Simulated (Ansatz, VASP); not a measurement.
Two plane-wave programs on Ti2B2Os

Contents of INCAR:

```
SYSTEM = Ti2B2Os
ALGO = Fast
EDIFF = 1E-7
ENCUT = 520
GGA = PE
ISIF = 2
ISMEAR = 0
ISPIN = 2
LASPH = .True.
LCHARG = .True.
LELF = .True.
LMAXMIX = 4
LORBIT = 11
LREAL = .False.
LVHAR = .True.
LWAVE = .False.
MAGMOM = 1 1 0 0 1
NBANDS = 31
NELM = 150
PREC = Accurate
SIGMA = 0.1
```

Contents of KPOINTS:

```
k-points
0
Gamma
  6 6 4
  0 0 0
```

Contents of POSCAR:

```
Ti2B2Os
1.0
    3.7973291949      0.0000000000      0.0000000000
   -1.8986645975      3.2885835494      0.0000000000
    0.0000000000      0.0000000000      4.8797495889
Ti B Os
2 2 1
Direct
    0.3333333333      0.6666666667      0.6860680693
    0.6666666667      0.3333333333      0.3139319307
    0.3333333333      0.6666666667      0.1826481251
    0.6666666667      0.3333333333      0.8173518749
    0.0000000000      0.0000000000      0.0000000000
```

Input for Ansatz:

```yaml
crystal:
  lattice:
    - [3.7973291949, 0.0, 0.0]
    - [-1.8986645975, 3.2885835494, 0.0]
    - [0.0, 0.0, 4.8797495889]
  atoms:
    - { symbol: Ti, position: [0.3333333333, 0.6666666667, 0.6860680693], spin: 1.0 }
    - { symbol: Ti, position: [0.6666666667, 0.3333333333, 0.3139319307], spin: 1.0 }
    - { symbol: B, position: [0.3333333333, 0.6666666667, 0.1826481251] }
    - { symbol: B, position: [0.6666666667, 0.3333333333, 0.8173518749] }
    - { symbol: Os, position: [0.0, 0.0, 0.0], spin: 1.0 }
basis:
  ecutwfc: 420
kpoints:
  mp_grid: { grid: [6, 6, 4] }
hamiltonian:
  xc: pbe
scf:
  occupations: { method: gaussian, width: 0.1 }
  lower_state_search: "off"
output:
  forces: true
  stress: true
  eigenvalues: true
  populations: true
magnetization:
  spin_polarized: true
```

Change from the starting cell: species swapped into the CaCd2As2 type (P-3m1, No. 164).

Alike in both runs: task single point; functional PBE; k mesh 6 × 6 × 4; occupations gaussian, width 0.1 eV; collinear spin.

|  | VASP | Ansatz |
| --- | --- | --- |
| version | VASP 6.6.1 | Ansatz 0.2.0 |
| potentials or method | VASP PAW PBE potentials, release 64 (Ti_sv, B, Os), cutoff 520 eV | scalar-relativistic, plane waves, PAW |
| valence electrons in the cell | 38 | 46 |

Ansatz gave:

- gap on the k mesh at the Fermi level (eV): none
- pressure (GPa): 0.1
- traceless stress, the component that is largest in VASP (GPa): 0.21
- rms of the force components (eV/Å): 0.017
- net moment per atom (μB): 0.08
- size of the moment on the site where the two differ most (μB): 0.14

Estimate VASP's values.

gap on the k mesh at the Fermi level (eV): none; pressure (GPa): 0.3; traceless stress, the component that is largest in VASP (GPa): 0.12; rms of the force components (eV/Å): 0.008; net moment per atom (μB): 0.08; size of the moment on the site where the two differ most (μB): 0.17.

Site moments also hang on the region over which each program counts them. Atom by atom the forces differ by 0.010 eV/Å (rms over components). A gap of «none» marks a metal or a gap that the smearing closes. VASP's potentials hold 38 valence electrons a cell and Ansatz's 46, so a difference there can come from the potentials and not from the codes.

Spin-orbit coupling is off throughout.
